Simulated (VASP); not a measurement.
# Al8H in VASP: a series of runs

Al8H is run at these levels: PBE; tasks: single point.

Program: VASP 6.6.1. These are calculated values, not measurements. Logs are shortened: lines on timing, memory, paths and dates and some standing lists are left out, and cuts for length are marked.

## 1. The cell of the first run

The cell holds a slab with vacuum, 18 atoms: a = 5.714 Å, b = 8.080 Å, c = 22.243 Å, α = 90.00°, β = 90.00°, γ = 90.00°.

## 2. Single point, PBE

Contents of INCAR:

```
PREC = Accurate
ENCUT = 520
EDIFF = 1E-6
ISMEAR = 0
SIGMA = 0.1
LREAL = Auto
LASPH = True
NELM = 60
ALGO = Normal
ISIF = 2
LWAVE = False
LCHARG = False
LDIPOL = True
IDIPOL = 3
DIPOL = 0.5 0.5 0.292
GGA = PE
NBANDS = 40
```

Contents of KPOINTS:

```
regular mesh
0
Gamma
  5 4 1
```

Contents of POSCAR:

```
Al8H
1.0
    5.7135165837      0.0000000000      0.0000000000
    0.0000000000      8.0801326415      0.0000000000
    0.0000000000      0.0000000000     22.2432786975
Al H
16 2
Direct
    0.2500000000      0.2500000000      0.1798296040
    0.2500000000      0.7500000000      0.1798296040
    0.7500000000      0.2500000000      0.1798296040
    0.7500000000      0.7500000000      0.1798296040
    0.0000000000      0.0000000000      0.2440458181
    0.0000000000      0.5000000000      0.2440458181
    0.5000000000      0.0000000000      0.2440458181
    0.5000000000      0.5000000000      0.2440458181
    0.2500000000      0.2500000000      0.3102598702
    0.2500000000      0.7500000000      0.3102598702
    0.7500000000      0.2500000000      0.3102598702
    0.7500000000      0.7500000000      0.3102598702
    0.0000000000      0.0000000000      0.3705963860
    0.0000000000      0.5000000000      0.3705963860
    0.5000000000      0.0000000000      0.3705963860
    0.5000000000      0.5000000000      0.3705963860
    0.2500000000      0.1116978149      0.4195999531
    0.2500000000      0.3883021851      0.4195999531
```

Potentials or basis: VASP PAW PBE potentials, release 64 (Al, H).

Run with:

```sh
cat potpaw_PBE.64/Al/POTCAR potpaw_PBE.64/H/POTCAR > POTCAR
mpirun -np 1 vasp_std > vasp.out
```

OUTCAR:

```text
PREC = Accurate
   ENCUT = 520
   EDIFF = 1E-6
   ISMEAR = 0
   LREAL = Auto
   LASPH = True
   NELM = 60
   ISIF = 2
   GGA = PE

 ion  position               nearest neighbor table
   1  0.250  0.250  0.180-   3 2.86   3 2.86   6 2.86   7 2.86   8 2.86   5 2.86   9 2.90
   2  0.250  0.750  0.180-   4 2.86   4 2.86   6 2.86   7 2.86   8 2.86   5 2.86  10 2.90
   3  0.750  0.250  0.180-   1 2.86   1 2.86   6 2.86   7 2.86   8 2.86   5 2.86  11 2.90
   4  0.750  0.750  0.180-   2 2.86   2 2.86   6 2.86   7 2.86   8 2.86   5 2.86  12 2.90
   5  0.000  0.000  0.244-  13 2.81   7 2.86   7 2.86   4 2.86   1 2.86   2 2.86   3 2.86  11 2.88
                            12 2.88   9 2.88  10 2.88
   6  0.000  0.500  0.244-  14 2.81   8 2.86   8 2.86   4 2.86   1 2.86   2 2.86   3 2.86  11 2.88
                            12 2.88   9 2.88  10 2.88
   7  0.500  0.000  0.244-  15 2.81   5 2.86   5 2.86   4 2.86   1 2.86   2 2.86   3 2.86  11 2.88
                            12 2.88   9 2.88  10 2.88
   8  0.500  0.500  0.244-  16 2.81   6 2.86   6 2.86   4 2.86   1 2.86   2 2.86   3 2.86  11 2.88
                            12 2.88   9 2.88  10 2.88
   9  0.250  0.250  0.310-  13 2.81  14 2.81  15 2.81  16 2.81  11 2.86  11 2.86   7 2.88   8 2.88
                             5 2.88   6 2.88   1 2.90
  10  0.250  0.750  0.310-  13 2.81  14 2.81  15 2.81  16 2.81  12 2.86  12 2.86   7 2.88   8 2.88
                             5 2.88   6 2.88   2 2.90
  11  0.750  0.250  0.310-  13 2.81  14 2.81  15 2.81  16 2.81   9 2.86   9 2.86   7 2.88   8 2.88
                             5 2.88   6 2.88   3 2.90
  12  0.750  0.750  0.310-  13 2.81  14 2.81  15 2.81  16 2.81  10 2.86  10 2.86   7 2.88   8 2.88
                             5 2.88   6 2.88   4 2.90
  13  0.000  0.000  0.371-  17 2.01  10 2.81  11 2.81  12 2.81   9 2.81   5 2.81  15 2.86  15 2.86

  14  0.000  0.500  0.371-  18 2.01  10 2.81  11 2.81  12 2.81   9 2.81   6 2.81  16 2.86  16 2.86

  15  0.500  0.000  0.371-  17 2.01  10 2.81  11 2.81  12 2.81   9 2.81   7 2.81  13 2.86  13 2.86

  16  0.500  0.500  0.371-  18 2.01  10 2.81  11 2.81  12 2.81   9 2.81   8 2.81  14 2.86  14 2.86

  17  0.250  0.112  0.420-  13 2.01  15 2.01
  18  0.250  0.388  0.420-  14 2.01  16 2.01

  LATTYP: Found a simple orthorhombic cell.
 ALAT       =     5.7135165837
 B/A-ratio  =     1.4142135624
 C/A-ratio  =     3.8930977747

  Lattice vectors:

 A1 = (   5.7135165837,   0.0000000000,   0.0000000000)
 A2 = (   0.0000000000,   8.0801326415,   0.0000000000)
 A3 = (   0.0000000000,   0.0000000000,  22.2432786975)

Analysis of symmetry for initial positions (statically):
=====================================================================
 Subroutine PRICEL returns:
 Original cell was already a primitive cell.

 Routine SETGRP: Setting up the symmetry group for a
 simple orthorhombic supercell.

 Subroutine GETGRP returns: Found  4 space group operations
 (whereof  1 operations were pure point group operations)
 out of a pool of  8 trial point group operations.

The static configuration has the point symmetry C_1 .
 The point group associated with its full space group is C_2v.

Analysis of symmetry for dynamics (positions and initial velocities):
=====================================================================
 Subroutine PRICEL returns:
 Original cell was already a primitive cell.

 Routine SETGRP: Setting up the symmetry group for a
 simple orthorhombic supercell.

 Subroutine GETGRP returns: Found  4 space group operations
 (whereof  1 operations were pure point group operations)
 out of a pool of  8 trial point group operations.

The dynamic configuration has the point symmetry C_1 .
 The point group associated with its full space group is C_2v.

 Subroutine INISYM returns: Found  4 space group operations
 (whereof  1 operations are pure point group operations),
 and found     1 'primitive' translations

----------------------------------------------------------------------------------------

                                     Primitive cell

  volume of cell :    1026.8826

  direct lattice vectors                    reciprocal lattice vectors
     5.713516584  0.000000000  0.000000000     0.175023558  0.000000000  0.000000000
     0.000000000  8.080132642  0.000000000     0.000000000  0.123760345  0.000000000
     0.000000000  0.000000000 22.243278697     0.000000000  0.000000000  0.044957401

  length of vectors
     5.713516584  8.080132642 22.243278697     0.175023558  0.123760345  0.044957401

  position of ions in fractional coordinates (direct lattice)
     0.250000000  0.250000000  0.179829604
     0.250000000  0.750000000  0.179829604
     0.750000000  0.250000000  0.179829604
     0.750000000  0.750000000  0.179829604
     0.000000000  0.000000000  0.244045818
     0.000000000  0.500000000  0.244045818
[... 10 lines left out ...]
     0.250000000  0.111697815  0.419599953
     0.250000000  0.388302185  0.419599953

  ion indices of the primitive-cell ions
   primitive index   ion index
                 1           1
                 2           2
                 3           3
                 4           4
                 5           5
                 6           6
[... 10 lines left out ...]
                17          17
                18          18

----------------------------------------------------------------------------------------

 KPOINTS: regular mesh

Automatic generation of k-mesh.
 Grid dimensions read from file:
 generate k-points for:    5    4    1

 Generating k-lattice:

  Cartesian coordinates                     Fractional coordinates (reciprocal lattice)
     0.035004712  0.000000000  0.000000000     0.200000000  0.000000000  0.000000000
     0.000000000  0.030940086  0.000000000     0.000000000  0.250000000  0.000000000
     0.000000000  0.000000000  0.044957401     0.000000000  0.000000000  1.000000000

  Length of vectors
     0.035004712  0.030940086  0.044957401

  Shift w.r.t. Gamma in fractional coordinates (k-lattice)
     0.000000000  0.000000000  0.000000000

 Subroutine IBZKPT returns following result:
 ===========================================

 Found      9 irreducible k-points:

 Following reciprocal coordinates:
            Coordinates               Weight
  0.000000  0.000000  0.000000      1.000000
  0.200000  0.000000  0.000000      2.000000
  0.400000  0.000000  0.000000      2.000000
  0.000000  0.250000  0.000000      2.000000
  0.200000  0.250000  0.000000      4.000000
  0.400000  0.250000  0.000000      4.000000
  0.000000  0.500000  0.000000      1.000000
  0.200000  0.500000  0.000000      2.000000
  0.400000  0.500000  0.000000      2.000000
   k-points           NKPTS =      9   k-points in BZ     NKDIM =      9   number of bands    NBANDS=     40
   number of dos      NEDOS =    301   number of ions     NIONS =     18
   total plane-waves  NPLWV = 423360
   dimension x,y,z NGX =    42 NGY =   60 NGZ =  168
   dimension x,y,z NGXF=    84 NGYF=  120 NGZF=  336
   ions per type =              16   2
   NGX,Y,Z   is equivalent  to a cutoff of  12.22, 12.34, 12.56 a.u.
   NGXF,Y,Z  is equivalent  to a cutoff of  24.44, 24.69, 25.11 a.u.
 SYSTEM =  unknown system
   PREC   = accura    normal or accurate (medium, high low for compatibility)
   ISTART =      0    job   : 0-new  1-cont  2-samecut
   ICHARG =      2    charge: 1-file 2-atom 10-const
   ISPIN  =      1    spin polarized calculation?
   LNONCOLLINEAR =      F non collinear calculations
   LSORBIT =      F    spin-orbit coupling
   LASPH  =      T    aspherical Exc in radial PAW
   ENCUT  =  520.0 eV  38.22 Ry    6.18 a.u.  10.62 15.02 41.36*2*pi/ulx,y,z
   NELM   =     60;   NELMIN=  2; NELMDL= -5     # of ELM steps
   EDIFF  = 0.1E-05   stopping-criterion for ELM
   LREAL  =      T    real-space projection
   EDIFFG = 0.1E-04   stopping-criterion for IOM
   NSW    =      0    number of steps for IOM
   IBRION =     -1    ionic relax: 0-MD 1-quasi-New 2-CG
   NFREE  =      0    steps in history (QN), initial steepest desc. (CG)
   ISIF   =      2    stress and relaxation
   ISYM   =      2    0-nonsym 1-usesym 2-fastsym
   POTIM  = 0.5000    time-step for ionic-motion
   TEBEG  =    0.0;   TEEND  =   0.0 temperature during run
   PSTRESS=    0.0 pullay stress
   NELECT =      50.0000    total number of electrons
   NUPDOWN=      -1.0000    fix difference up-down
   EMIN   =  10.00;   EMAX   =-10.00  energy-range for DOS
   EFERMI =   0.00;   METHOD = LEGACY
   ISMEAR =     0;   SIGMA  =   0.10  broadening in eV -4-tet -1-fermi 0-gaus
   EFERMI_NEDOS =   21; number of points for ismear=-14 and -15
   IALGO  =     38    algorithm
   IMIX   =      4    mixing-type and parameters
     AMIX     =   0.40;   BMIX     =  1.00
     AMIX_MAG =   1.60;   BMIX_MAG =  1.00
  volume/ion in A,a.u.               =      57.05       384.99
  Fermi-wavevector in a.u.,A,eV,Ry     =   0.597803  1.129683  4.862288  0.357368
  Thomas-Fermi vector in A             =   1.648667
   LORBIT       =      0    0 simple, 1 ext, 2 COOP (PROOUT), +10 PAW based schemes
   GGA     = PE    functional components
   LHFCALC =     F    Hartree Fock is set to
   AEXX    =    0.0000 exact exchange contribution
   IVDW    =     0    specifies the selected vdW correction
   LEPSILON=     F    determine dielectric tensor
   LRPA    =     F    only Hartree local field effects (RPA)
 non-spin polarized calculation
 Gauss-broadening in eV      SIGMA  =   0.10
  energy-cutoff  :      520.00
  volume of cell :     1026.88
 maximum number of plane-waves:     27706
   NGX = 21   NGY = 31   NGZ = 83

 dipolmoment           0.000000      0.000000     -0.187763 electrons x Angstroem

 number of electron      49.9999999 magnetization

 dipolmoment           0.000000      0.000000      0.033441 electrons x Angstroem

 Free energy of the ion-electron system (eV)
  ---------------------------------------------------
  ext. energy  EPLUGINS =         0.00000000
  ---------------------------------------------------
  free energy    TOTEN  =       -60.30243242 eV

  energy without entropy =      -60.25561248  energy(sigma->0) =      -60.27902245

 E-fermi :  -0.8956     XC(G=0):  -3.6022

 val. band max:       -0.8972647613   @ k =   0.4000   0.2500   0.0000
 cond. band min:      -0.8715979900   @ k =   0.2000   0.5000   0.0000
 fundamental gap:      0.0256667713
 Fermi energy:        -0.8956158857

 k-point     1 :       0.0000    0.0000    0.0000
  band No.  band energies     occupation
      1     -11.1716      2.00000
      2      -9.0609      2.00000
      3      -9.0075      2.00000
      4      -8.8200      2.00000
      5      -6.9759      2.00000
      6      -6.9480      2.00000
[... 29 lines left out ...]
     36       1.1974      0.00000
     37       1.2114      0.00000

 k-point     2 :       0.2000    0.0000    0.0000
  band No.  band energies     occupation
      1     -10.9922      2.00000
      2      -8.8869      2.00000
      3      -8.8576      2.00000
      4      -8.6472      2.00000
      5      -8.2878      2.00000
      6      -6.8434      2.00000
[... 29 lines left out ...]
     36       1.4793      0.00000
     37       1.6320      0.00000
[... 238 lines left out ...]
     36       1.2505      0.00000
     37       2.1732      0.00000

 k-point     9 :       0.4000    0.5000    0.0000
  band No.  band energies     occupation
      1      -9.9455      2.00000
      2      -9.8663      2.00000
      3      -9.0514      2.00000
      4      -8.9718      2.00000
      5      -7.9078      2.00000
      6      -7.6415      2.00000
[... 29 lines left out ...]
     36       1.6620      0.00000
     37       2.1576      0.00000
 [bands above 37 left out]

------------------------ aborting loop because EDIFF is reached ----------------------------------------

 vacuum level on the upper side and lower side of the slab       (xc-potential included)         0.050        -0.076

  FORCE on cell =-STRESS in cart. coord.  units (eV):
  Direction    XX          YY          ZZ          XY          YZ          ZX
  --------------------------------------------------------------------------------------
  -------------------------------------------------------------------------------------
  Total      -10.5001073     -4.1595403     -3.3630085      0.0000000      0.0000000      0.0000000
  in kB      -16.3826267     -6.4898571     -5.2470809      0.0000000      0.0000000      0.0000000
  external PRESSURE =      -9.3731882 kB  Pullay stress =       0.0000000 kB

 VOLUME and BASIS-vectors are now :
 -----------------------------------------------------------------------------
  energy-cutoff  :      520.00
  volume of cell :     1026.88
      direct lattice vectors                 reciprocal lattice vectors
     5.713516584  0.000000000  0.000000000     0.175023558  0.000000000  0.000000000
     0.000000000  8.080132642  0.000000000     0.000000000  0.123760345  0.000000000
     0.000000000  0.000000000 22.243278697     0.000000000  0.000000000  0.044957401

 POSITION                                       TOTAL-FORCE (eV/Angst)
 -----------------------------------------------------------------------------------
      1.42838      2.02003      4.00000        -0.000000      0.000000      0.186052
      1.42838      6.06010      4.00000        -0.000000      0.000000      0.312886
      4.28514      2.02003      4.00000        -0.000000      0.000000      0.306179
      4.28514      6.06010      4.00000        -0.000000      0.000000      0.271465
      0.00000      0.00000      5.42838        -0.173433      0.020498     -0.239517
      0.00000      4.04007      5.42838        -0.173433     -0.020498     -0.239517
[... 10 lines left out ...]
      1.42838      0.90253      9.33328        -0.000000     -0.704003     -0.680512
      1.42838      3.13753      9.33328        -0.000000      0.704003     -0.680512
 -----------------------------------------------------------------------------------
    total drift:                               -0.000000     -0.000000     -0.012865

  FREE ENERGIE OF THE ION-ELECTRON SYSTEM (eV)
  ---------------------------------------------------
  free  energy   TOTEN  =       -60.3024324169 eV

  energy  without entropy=      -60.2556124787  energy(sigma->0) =      -60.27902245

 vacuum level on the upper side and lower side of the slab         3.263         3.132
```

Run time: 19 min. Hardware: 1 thread of Intel Xeon Platinum 8375C at 2.90GHz (Ice Lake), shared host; peak memory 0.88 GiB.

Results:

| Property | Result |
| --- | --- |
| Free energy | -60.3024 eV |
| Largest force | 0.979 eV/Å |
| Band gap on the k mesh | zero (bands 25 and 26 overlap by 0.66 eV) |

Forces on the atoms (eV/Å):
```
Al   0.000  0.000  0.186
Al   0.000  0.000  0.313
Al   0.000  0.000  0.306
Al   0.000  0.000  0.271
Al  -0.173  0.020 -0.240
Al  -0.173 -0.020 -0.240
Al   0.173  0.020 -0.240
Al   0.173 -0.020 -0.240
Al   0.000  0.000 -0.458
Al   0.000  0.000  0.412
Al   0.000  0.000  0.124
Al   0.000  0.000 -0.103
Al  -0.012  0.219  0.317
Al  -0.012 -0.219  0.317
Al   0.012  0.219  0.317
Al   0.012 -0.219  0.317
H    0.000 -0.704 -0.681
H    0.000  0.704 -0.681
```

Levels at points of the mesh, in eV from the Fermi level:
```tsv
k point	band 23	band 24	band 25	band 26	band 27	band 28
(0.00, 0.00, 0.00)	-0.78	-0.60	-0.43	-0.25	-0.20	0.51
(0.00, 0.50, 0.00)	-0.88	-0.87	-0.28	-0.25	0.12	0.16
```

(Continued in part 2 of 2.)
